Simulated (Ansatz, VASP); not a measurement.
**Two plane-wave programs on F**

File INCAR:

```
SYSTEM = F
  PREC = Accurate
  ENCUT = 520
  EDIFF = 1E-6
  ISMEAR = 0
  SIGMA = 0.05
  LREAL = .False.
  LASPH = .True.
  NELM = 80
  ALGO = Normal
  ISIF = 2
  LWAVE = .False.
  LCHARG = .False.
  GGA = PE
  IVDW = 12
  NBANDS = 22
```

Contents of KPOINTS:

```
Automatic mesh
0
Gamma
  8 8 4
  0 0 0
```

File POSCAR:

```
F
1.0
    2.7709906209     -1.8332750676      0.2924307711
    2.7709906209      1.8332750676      0.2924307711
   -0.8506960077      0.0000000000      6.9059093460
F
4
Direct
    0.9138648456      0.5855481450      0.0939279973
    0.4144518550      0.0861351544      0.4060720027
    0.0861351544      0.4144518550      0.9060720027
    0.5855481450      0.9138648456      0.5939279973
```

Input for Ansatz:

```yaml
crystal:
  lattice:
    - [2.7709906209, -1.8332750676, 0.2924307711]
    - [2.7709906209, 1.8332750676, 0.2924307711]
    - [-0.8506960077, 0.0, 6.905909346]
  atoms:
    - { symbol: F, position: [0.9138648456, 0.585548145, 0.0939279973] }
    - { symbol: F, position: [0.414451855, 0.0861351544, 0.4060720027] }
    - { symbol: F, position: [0.0861351544, 0.414451855, 0.9060720027] }
    - { symbol: F, position: [0.585548145, 0.9138648456, 0.5939279973] }
basis:
  ecutwfc: 520.0
kpoints:
  mp_grid: { grid: [8, 8, 4] }
hamiltonian:
  xc: pbe
  dispersion: d3bj
scf:
  occupations: { method: gaussian, width: 0.05 }
output:
  forces: true
  stress: true
  eigenvalues: true
```

Change from the starting cell: volume 17.769 Å^3 an atom, stretch along a over the lengths across it, relative to the relaxed cell 0.9607.

Alike in both runs: task single point; functional PBE; dispersion D3(BJ); k mesh 8 × 8 × 4; occupations gaussian, width 0.05 eV; no spin polarisation.

```csv
,VASP,Ansatz
version,VASP 6.6.1,Ansatz 0.2.0
potentials or method,"VASP PAW PBE potentials, release 64 (F), cutoff 520 eV","scalar-relativistic, plane waves, PAW"
valence electrons in the cell,28,28
```

VASP gave:

| Property | Result |
| --- | --- |
| gap on the k mesh at the Fermi level (eV) | 2.61 |
| least direct gap on the mesh (eV) | 2.61 |
| pressure (GPa) | -2.2 |
| traceless stress, the component that is largest in VASP (GPa) | -2.33 |
| rms of the force components (eV/Å) | 0.411 |

Task: What did Ansatz give for the same quantities?

Result: gap on the k mesh at the Fermi level (eV): 2.68; least direct gap on the mesh (eV): 2.68; pressure (GPa): -2.4; traceless stress, the component that is largest in VASP (GPa): -3.32; rms of the force components (eV/Å): 0.594.

Atom by atom the forces differ by 0.182 eV/Å (rms over components).
